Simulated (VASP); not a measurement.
Crystal: HfC.

```
Hf C
1.0
     0.00000    2.32500    2.32500
     2.32500    0.00000    2.32500
     2.32500    2.32500    0.00000
Hf C
1 1
Direct
  0.50000 0.50000 0.50000
  0.00000 0.00000 0.00000
```

```yaml
Program: VASP 6.6.1
Task: relaxation of cell and atoms
Functional: PBEsol
Dispersion: D4
Potentials_or_basis: VASP PAW PBE potentials, release 64 (Hf_pv, C)
Cutoff: 600 eV
k_mesh: 10 × 10 × 10
Occupations: fermi-dirac, width 0.05 eV
Spin: no spin polarisation
```

At the start: pressure -9.0 GPa; volume 12.57 Å³/atom.

Question: Where does the relaxation end?

Answer: Over 3 steps the energy falls by 13.4 meV/atom and the volume is 12.11 Å³/atom (-3.6 %); space group Fm-3m (No. 225, to 0.05 Å).

The path:
| step | energy change (eV) | largest force (eV/Å) | pressure (GPa) | volume (Å³) |
| --- | --- | --- | --- | --- |
| 1 | 0.0000 | 0.0000 | -8.98 | 25.14 |
| 2 | 0.0626 | 0.0000 | 19.52 | 22.66 |
| 3 | -0.0268 | 0.0000 | -0.19 | 24.23 |

Final structure:
```yaml
crystal:
  lattice:
    - [0.00000, 2.29667, 2.29667]
    - [2.29667, 0.00000, 2.29667]
    - [2.29667, 2.29667, 0.00000]
  atoms:
    - { symbol: Hf, position: [0.50000, 0.50000, 0.50000] }
    - { symbol: C, position: [0.00000, 0.00000, 0.00000] }
```

Caveat: the PAW data sets were made with another functional, which shifts forces and pressure a little; pairwise dispersion overbinds metals, which lowers pressure and volume.
